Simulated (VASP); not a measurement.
# Os in VASP: a series of runs, part 2 of 2

VASP 6.6.1. Earlier steps stand in the parts before.

### Step 3. Relaxation of cell and atoms, PBE

This run uses another cell than the first one, of 14.48 Å³/atom, 1.014 times its volume.

INCAR reads:

```
ALGO = Normal
EDIFF = 1E-6
EDIFFG = -0.03
ENCUT = 600
GGA = PE
IBRION = 2
ISIF = 3
ISMEAR = -1
LASPH = T
LCHARG = F
LREAL = F
LWAVE = F
NELM = 100
NSW = 80
PREC = Accurate
SIGMA = 0.1
```

KPOINTS reads:

```
k-points
0
Gamma
  14 14 8
```

POSCAR reads:

```
Os
1.0
    2.7664790000      0.0000000000      0.0000000000
   -1.3832400000      2.3958450000      0.0000000000
    0.0000000000      0.0000000000      4.3683170000
Os
2
Direct
    0.3333000000      0.6667000000      0.2500000000
    0.6666000000      0.3333000000      0.7500000000
```

Potentials or basis: VASP PAW PBE potentials, release 64 (Os).

The run is started by

```bash
$ cat potpaw_PBE.64/Os/POTCAR > POTCAR
$ mpirun -np 1 vasp_std > vasp.out
```

OUTCAR:

```text
EDIFF = 1E-6
   EDIFFG = -0.03
   ENCUT = 600
   GGA = PE
   IBRION = 2
   ISIF = 3
   ISMEAR = -1
   LASPH = T
   LREAL = F
   NELM = 100
   NSW = 80
   PREC = Accurate

 ion  position               nearest neighbor table
   1  0.333  0.667  0.250-   2 2.71   2 2.71   2 2.71   2 2.71   2 2.71   2 2.71
   2  0.667  0.333  0.750-   1 2.71   1 2.71   1 2.71   1 2.71   1 2.71   1 2.71

  LATTYP: Found a hexagonal cell.
 ALAT       =     2.7664790000
 C/A-ratio  =     1.5790168658

  Lattice vectors:

 A1 = (   2.7664790000,   0.0000000000,   0.0000000000)
 A2 = (  -1.3832400000,   2.3958450000,   0.0000000000)
 A3 = (   0.0000000000,   0.0000000000,   4.3683170000)

Analysis of symmetry for initial positions (statically):
=====================================================================
 Subroutine PRICEL returns:
 Original cell was already a primitive cell.

 Routine SETGRP: Setting up the symmetry group for a
 hexagonal supercell.

 Subroutine GETGRP returns: Found  8 space group operations
 (whereof  2 operations were pure point group operations)
 out of a pool of 24 trial point group operations.

The static configuration has the point symmetry C_2 .
 The point group associated with its full space group is D_2h.

Analysis of symmetry for dynamics (positions and initial velocities):
=====================================================================
 Subroutine PRICEL returns:
 Original cell was already a primitive cell.

 Routine SETGRP: Setting up the symmetry group for a
 hexagonal supercell.

 Subroutine GETGRP returns: Found  8 space group operations
 (whereof  2 operations were pure point group operations)
 out of a pool of 24 trial point group operations.

The dynamic configuration has the point symmetry C_2 .
 The point group associated with its full space group is D_2h.

 Subroutine INISYM returns: Found  8 space group operations
 (whereof  2 operations are pure point group operations),
 and found     1 'primitive' translations

----------------------------------------------------------------------------------------

                                     Primitive cell
[... 126 lines left out ...]
 maximum number of plane-waves:      1014
 NGX is ok and might be reduce to    24
   NGX = 11   NGY = 11   NGZ = 17

--------------------------------------- Ionic step        1  -------------------------------------------

 number of electron      15.9999999 magnetization

 Free energy of the ion-electron system (eV)
  ---------------------------------------------------
  ext. energy  EPLUGINS =         0.00000000
  ---------------------------------------------------
  free energy    TOTEN  =       -22.51321012 eV

  energy without entropy =      -22.46743606  energy(sigma->0) =      -22.49032309

------------------------ aborting loop because EDIFF is reached ----------------------------------------

  FORCE on cell =-STRESS in cart. coord.  units (eV):
  Direction    XX          YY          ZZ          XY          YZ          ZX
  --------------------------------------------------------------------------------------
  -------------------------------------------------------------------------------------
  Total       -0.8911087     -0.8904498     -1.0935503      0.0000002      0.0000000      0.0000000
  in kB      -49.3106855    -49.2742210    -60.5130607      0.0000103      0.0000000      0.0000000
  external PRESSURE =     -53.0326557 kB  Pullay stress =       0.0000000 kB
[... 23 lines left out ...]
--------------------------------------- Ionic step        2  -------------------------------------------

 number of electron      16.0000000 magnetization

 E-fermi :  10.0608     XC(G=0): -14.2660

 val. band max:       10.0588973756   @ k =  -0.0714   0.2143   0.3750
 cond. band min:      10.0644609588   @ k =  -0.1429   0.0714   0.3750
 fundamental gap:      0.0055635832
 Fermi energy:        10.0608315214

 k-point     1 :       0.0000    0.0000    0.0000
  band No.  band energies     occupation
      1      -1.2496      2.00000
      2       1.8839      2.00000
      3       6.7875      2.00000
      4       6.7880      2.00000
      5       7.1386      2.00000
      6       7.6986      2.00000
      7       7.6988      2.00000
      8       8.3262      2.00000
      9       8.3266      2.00000
     10      10.1249      0.69035
     11      11.8045      0.00000
     12      11.8047      0.00000
[... 380 lines left out ...]
--------------------------------------- Ionic step        3  -------------------------------------------

 number of electron      16.0000000 magnetization

 Free energy of the ion-electron system (eV)
  ---------------------------------------------------
  ext. energy  EPLUGINS =         0.00000000
  ---------------------------------------------------
  free energy    TOTEN  =       -22.51984324 eV

  energy without entropy =      -22.47488823  energy(sigma->0) =      -22.49736574

 E-fermi :   9.1755     XC(G=0): -13.9364

 val. band max:        9.1570372352   @ k =   0.0000   0.1429   0.3750
 cond. band min:       9.1763953503   @ k =  -0.2143   0.1429   0.3750
 fundamental gap:      0.0193581152
 Fermi energy:         9.1754902032

 k-point     1 :       0.0000    0.0000    0.0000
  band No.  band energies     occupation
      1      -1.6017      2.00000
      2       1.5587      2.00000
      3       6.1877      2.00000
      4       6.1880      2.00000
      5       6.4509      2.00000
      6       7.0043      2.00000
      7       7.0046      2.00000
      8       7.6191      2.00000
      9       7.6201      2.00000
     10       9.1926      0.91469
     11      10.7823      0.00000
     12      10.7835      0.00000
[... 374 lines left out ...]
  FREE ENERGIE OF THE ION-ELECTRON SYSTEM (eV)
  ---------------------------------------------------
  free  energy   TOTEN  =       -22.5198432420 eV

  energy  without entropy=      -22.4748882323  energy(sigma->0) =      -22.49736574

 reached required accuracy - stopping structural energy minimisation
```

OSZICAR:

```text
N       E                     dE             d eps       ncg     rms          rms(c)
DAV:   1     0.117538305597E+03    0.11754E+03   -0.83162E+03  6848   0.144E+03
DAV:   2    -0.148849868140E+02   -0.13242E+03   -0.12014E+03  7104   0.419E+02
DAV:   3    -0.236884687849E+02   -0.88035E+01   -0.79684E+01  8596   0.851E+01
[... 22 lines left out ...]
DAV:   3    -0.225189447185E+02    0.28713E-01   -0.10439E-01  8652   0.329E+00    0.231E-01
DAV:   4    -0.225196766054E+02   -0.73189E-03   -0.28318E-03  6936   0.422E-01    0.136E-01
DAV:   5    -0.225198279181E+02   -0.15131E-03   -0.21910E-04  8156   0.146E-01    0.307E-02
DAV:   6    -0.225198424394E+02   -0.14521E-04   -0.37407E-05  7752   0.683E-02    0.126E-02
DAV:   7    -0.225198432420E+02   -0.80263E-06   -0.13433E-06  3732   0.103E-02
   3 F= -.22519843E+02 E0= -.22497366E+02  d E =-.663312E-02
```

It took 5.8 min on 1 thread of Oxide Virtual Turin-like, shared host; peak memory 0.23 GiB.

Results:

```yaml
Free_energy: -22.5198 eV
Relaxed_volume: 14.29 Å³/atom
Relaxed_cell: a = 2.755 Å, b = 2.755 Å, c = 4.346 Å, α = 90.00°, β = 90.00°, γ = 120.00°
Space_group_after_relaxing_to_0.05_Å: P6_3/mmc (No. 194)
Energy_gained_by_relaxing: 3.3 meV/atom
Ionic_steps: 3
Pressure_after_relaxing: -0.1 GPa
Band_gap_on_the_k_mesh: zero (band 8 reaches 11.10 eV, above the bottom of band 9 at 7.48 eV)
```

Stress tensor (GPa, compression positive):
```
-0.05  0.00  0.00
 0.00 -0.05  0.00
 0.00  0.00 -0.31
```

Step by step:
```tsv
step	energy change (eV)	largest force (eV/Å)	pressure (GPa)	volume (Å³)
1	0.0000	0.0013	-5.30	28.95
2	0.1173	0.0003	26.53	26.99
3	-0.0066	0.0012	-0.14	28.57
```

Final structure:
```
Os
1.0
     2.75519    0.00000    0.00000
    -1.37759    2.38607    0.00000
     0.00000    0.00000    4.34644
Os
2
Direct
  0.33330 0.66670 0.25000
  0.66660 0.33330 0.75000
```

Levels at points of the mesh, in eV from the Fermi level:
```
           k point  band 5  band 6  band 7  band 8  band 9  band 10  band 11  band 12
(0.00, 0.00, 0.00)   -2.72   -2.17   -2.17   -1.56   -1.56     0.02     1.61     1.61
(0.50, 0.00, 0.00)   -2.89   -2.52   -1.85    1.92    2.47     2.60     4.25     5.52
(0.00, 0.50, 0.00)   -2.89   -2.52   -1.85    1.92    2.47     2.60     4.25     5.52
(0.00, 0.00, 0.50)   -3.18   -3.18   -3.18   -3.18    0.83     0.83     0.83     0.83
(0.50, 0.00, 0.50)   -1.20   -1.20   -0.18   -0.18    2.25     2.25     3.18     3.18
(0.00, 0.50, 0.50)   -1.20   -1.20   -0.18   -0.18    2.25     2.25     3.18     3.18
```

Caveat: spin-orbit coupling is left out, which moves the levels of the heavy elements.
